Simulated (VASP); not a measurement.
Wanted: the native input for a VASP 6.6.1 run.

```
Task                   : single point
Functional             : PBE
Potentials or basis    : VASP PAW PBE potentials, release 64 (Sb)
Cutoff                 : 520 eV
k mesh                 : 9 × 9 × 12
Occupations            : fermi-dirac, width 0.1 eV
Spin                   : no spin polarisation
Dipole correction      : no
Further INCAR settings : ALGO = Normal; EDIFF = 1e-07; NBANDS = 14
```

The structure of Sb lies in POSCAR:

```
Sb
1.0
    4.2851266830      0.0000000000      0.0000000000
   -2.1425633415      3.7110285659      0.0000000000
    0.0000000000      0.0000000000      2.5371363810
Sb
3
Direct
    0.0000000000      0.0000000000      0.0000000000
    0.3333333333      0.6666666667      0.5000000000
    0.6666666667      0.3333333333      0.5000000000
```

These files were run (other wordings do the same):

INCAR

```
PREC     = Accurate       # precision mode
ENCUT    = 520            # plane-wave cutoff, eV
EDIFF    = 1E-7           # SCF threshold, eV
ISMEAR   = -1             # smearing method
SIGMA    = 0.1            # smearing width, eV
LREAL    = F              # projectors in reciprocal space
LASPH    = T              # aspherical terms in the spheres
NELM     = 100            # most SCF steps
ALGO     = Normal         # electronic algorithm
ISIF     = 2              # what is computed and relaxed
LWAVE    = F              # write WAVECAR
LCHARG   = F              # write CHGCAR
GGA      = PE             # functional
NBANDS   = 14             # bands
```

KPOINTS

```
Automatic mesh
0
Gamma
  9 9 12
```

Potentials or basis: VASP PAW PBE potentials, release 64 (Sb).

The run is started by

```console
$ cat potpaw_PBE.64/Sb/POTCAR > POTCAR
$ mpirun -np 1 vasp_std > vasp.out
```

It gave:

```
Pressure : 225.7 GPa
```

Run time: 57 s on 1 thread of Intel Xeon 8259CL, on a shared host, peak memory 0.18 GiB.
